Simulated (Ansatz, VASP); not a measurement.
# Two plane-wave programs on Ti2B2Os

```
CELL_PARAMETERS angstrom
3.46463 0.00000 0.00000
-1.73232 3.00046 0.00000
0.00000 0.00000 5.66840
ATOMIC_POSITIONS crystal
Ti 0.33333 0.66667 0.63310
Ti 0.66667 0.33333 0.36690
B 0.33333 0.66667 0.23820
B 0.66667 0.33333 0.76180
Os 0.00000 0.00000 0.00000
```

Change from the starting cell: species swapped into the CaCd2As2 type (P-3m1, No. 164).

Alike in both runs: task single point; functional PBE; k mesh 6 × 6 × 4; occupations gaussian, width 0.1 eV; no spin polarisation.

|  | VASP | Ansatz |
| --- | --- | --- |
| version | VASP 6.6.1 | Ansatz 0.2.0 |
| potentials or method | VASP PAW PBE potentials, release 64 (Ti_sv, B, Os), cutoff 520 eV | scalar-relativistic, plane waves, PAW |
| valence electrons in the cell | 38 | 46 |

```csv
,VASP,Ansatz,Ansatz less VASP
gap on the k mesh at the Fermi level (eV),none,none,-
pressure (GPa),9.0,9.1,+0.12
"traceless stress, the component that is largest in VASP (GPa)",8.97,9.39,+0.419
rms of the force components (eV/Å),1.842,1.849,+0.0068
```

Atom by atom the forces differ by 0.007 eV/Å (rms over components). A gap of «none» marks a metal or a gap that the smearing closes. The functional is the same, so the differences come from potentials, cutoffs and numerics. VASP's potentials hold 38 valence electrons a cell and Ansatz's 46, so a difference there can come from the potentials and not from the codes.

Spin-orbit coupling is off throughout.
